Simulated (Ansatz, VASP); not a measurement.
**Two plane-wave programs on NaCl**

INCAR

```
  PREC = Accurate
  ENCUT = 520
  EDIFF = 1E-6
  ISMEAR = 0
  SIGMA = 0.05
  LREAL = False
  LASPH = True
  NELM = 100
  ALGO = Normal
  ISIF = 2
  LWAVE = False
  LCHARG = False
  GGA = PS
  NBANDS = 14
```

Contents of KPOINTS:

```
regular mesh
0
Gamma
  6 6 6
```

The input POSCAR:

```
NaCl
1.0
    3.5021900000      0.0000000000      0.0000000000
    0.0000000000      3.5021900000      0.0000000000
    0.0000000000      0.0000000000      3.7823652000
Na Cl
1 1
Direct
    0.0000000000      0.0000000000      0.0000000000
    0.5000000000      0.5000000000      0.5000000000
```

Input for Ansatz:

```yaml
crystal:
  lattice:
    - [3.50219, 0.0, 0.0]
    - [0.0, 3.50219, 0.0]
    - [0.0, 0.0, 3.7823652]
  atoms:
    - { symbol: Na, position: [0.0, 0.0, 0.0] }
    - { symbol: Cl, position: [0.5, 0.5, 0.5] }
basis:
  ecutwfc: 420
kpoints:
  mp_grid: { grid: [6, 6, 6] }
hamiltonian:
  xc: pbesol
scf:
  occupations: { method: gaussian, width: 0.05 }
output:
  forces: true
  stress: true
  eigenvalues: true
```

Change from the starting cell: strain +0.000 along x and y, +0.080 along z, atoms carried along.

Alike in both runs: task single point; functional PBEsol; k mesh 6 × 6 × 6; occupations gaussian, width 0.05 eV; no spin polarisation.

|  | VASP | Ansatz |
| --- | --- | --- |
| version | VASP 6.6.1 | Ansatz 0.2.0 |
| potentials or method | VASP PAW PBE potentials, release 64 (Na_pv, Cl), cutoff 520 eV | scalar-relativistic, plane waves, PAW |
| valence electrons in the cell | 14 | 16 |

|  | VASP | Ansatz | Ansatz less VASP |
| --- | --- | --- | --- |
| gap on the k mesh at the Fermi level (eV) | 3.38 | 3.38 | +0.002 |
| least direct gap on the mesh (eV) | 3.77 | 3.77 | +0.002 |
| pressure (GPa) | -2.6 | -2.6 | +0.01 |
| traceless stress, the component that is largest in VASP (GPa) | -3.22 | -3.23 | -0.002 |

VASP's potentials were made for PBE, not for PBEsol. VASP's potentials hold 14 valence electrons a cell and Ansatz's 16, so a difference there can come from the potentials and not from the codes.
